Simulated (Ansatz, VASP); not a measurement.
**Two plane-wave programs on SiC**

```
CELL_PARAMETERS angstrom
3.05930 0.00000 0.00000
-1.52965 2.64943 0.00000
0.00000 0.00000 15.01171
ATOMIC_POSITIONS crystal
Si 0.33333 0.66667 0.83299
Si 0.66667 0.33333 0.33299
Si 0.66667 0.33333 0.66650
Si 0.33333 0.66667 0.16650
Si 0.00000 0.00000 0.49972
Si 0.00000 0.00000 0.99972
C 0.00000 0.00000 0.87437
C 0.00000 0.00000 0.37437
C 0.33333 0.66667 0.70800
C 0.66667 0.33333 0.20800
C 0.66667 0.33333 0.54151
C 0.33333 0.66667 0.04151
```

Alike in both runs: functional LDA; k mesh 12 × 12 × 2; occupations gaussian, width 0.02 eV; no spin polarisation.

Ansatz relaxed the structure, and its values are those at the end. VASP's run is a single point on that final structure, the one shown.

|  | VASP | Ansatz |
| --- | --- | --- |
| version | VASP 6.6.1 | Ansatz 0.2.0 |
| potentials or method | VASP PAW LDA potentials, release 64 (Si, C), cutoff 520 eV | scalar-relativistic, plane waves, PAW |
| valence electrons in the cell | 48 | 48 |

```csv
,VASP,Ansatz,Ansatz less VASP
gap on the k mesh at the Fermi level (eV),1.97,1.98,+0.011
least direct gap on the mesh (eV),3.07,3.08,+0.012
pressure (GPa),0.4,0.0,-0.41
```

LDA's correlation is that of Perdew and Zunger in VASP and of Perdew and Wang (1992) in Ansatz.
